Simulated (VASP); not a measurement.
A run of VASP 6.6.1:

INCAR

```
SYSTEM = C
PREC     = Accurate       ! precision mode
ENCUT    = 600            ! plane-wave cutoff, eV
EDIFF    = 1E-7           ! SCF threshold, eV
ISMEAR   = -1             ! smearing method
SIGMA    = 0.05           ! smearing width, eV
LREAL    = .FALSE.        ! projectors in reciprocal space
LASPH    = .TRUE.         ! aspherical terms in the spheres
NELM     = 80             ! most SCF steps
ALGO     = Normal         ! electronic algorithm
ISIF     = 3              ! what is computed and relaxed
LWAVE    = .FALSE.        ! write WAVECAR
LCHARG   = .FALSE.        ! write CHGCAR
GGA      = PE             ! functional
IBRION   = 2              ! ionic algorithm
NSW      = 32             ! ionic steps
EDIFFG   = -0.005         ! ionic threshold
PSTRESS  = 3800.0
```

KPOINTS

```
regular mesh
0
G
  28 28 28
  0 0 0
```

The input POSCAR:

```
C
1.0
    0.0000000000      1.2166569977      1.2166569977
    1.2166569977      0.0000000000      1.2166569977
    1.2166569977      1.2166569977      0.0000000000
C
1
Direct
    0.0000000000      0.0000000000      0.0000000000
```

Potentials or basis: VASP PAW PBE potentials, release 64 (C).

Run with:

```bash
$ cat potpaw_PBE.64/C/POTCAR > POTCAR
$ mpirun -np 1 vasp_std > vasp.out
```

Hardware: 1 thread of Intel(R) Xeon(R) 6975P-C (Granite Rapids), with other jobs on the host.

Task: Estimate the wall time of this run.

Result: It took 3.6 s on 1 thread of Intel(R) Xeon(R) 6975P-C (Granite Rapids), with other jobs on the host, peak memory 0.11 GiB. Counts: scf iterations 11, k points 624, ion steps 1.
